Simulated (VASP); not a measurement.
Set up this calculation in VASP 6.6.1, as the native input.

```
Task                   : single point
Functional             : PBE
Potentials or basis    : VASP PAW PBE potentials, release 64 (Mo_sv, I)
Cutoff                 : 520 eV
k mesh                 : 5 × 5 × 4
Occupations            : gaussian, width 0.005 eV
Spin                   : no spin polarisation
Dipole correction      : no
Further INCAR settings : ALGO = Normal; EDIFF = 1e-06; NBANDS = 18
```

The structure of MoI lies in POSCAR:

```
MoI
1.0
    3.6232628200      0.0000000000      0.0000000000
    0.0000000000      3.6232628200      0.0000000000
    0.0000000000      0.0000000000      5.0420814100
Mo I
1 1
Direct
    0.5017470000      0.4871910000      0.5000190000
   -0.0032950000     -0.0103830000      0.5097300000
```

These files were run (other wordings do the same):

INCAR

```
PREC = Accurate ; ENCUT = 520
EDIFF = 1E-6 ; ISMEAR = 0
SIGMA = 0.005 ; LREAL = F
LASPH = T ; NELM = 100
ALGO = Normal ; ISIF = 2
LWAVE = F ; LCHARG = F
GGA = PE ; NBANDS = 18
```

KPOINTS

```
Automatic mesh
0
Gamma
  5 5 4
```

Potentials or basis: VASP PAW PBE potentials, release 64 (Mo_sv, I).

Launch:

```console
$ cat potpaw_PBE.64/Mo_sv/POTCAR potpaw_PBE.64/I/POTCAR > POTCAR
$ mpirun -np 1 vasp_std > vasp.out
```

Results of the run:

- Pressure: 10.1 GPa
- Largest force: 0.276 eV/Å
- Band gap on the k mesh: zero (an odd number of electrons rules out a gap without spin polarisation)

Caveat: the stress differs along the axes, from -3 to 17 GPa; spin-orbit coupling is left out, which moves the levels of the heavy elements; an odd number of electrons without spin polarisation forces a metal; a magnetic or distorted state may lie lower.

It took 39 s on 1 thread of Intel(R) Xeon(R) Platinum 8375C CPU @ 2.90GHz (Ice Lake), on a shared host, peak memory 0.21 GiB.
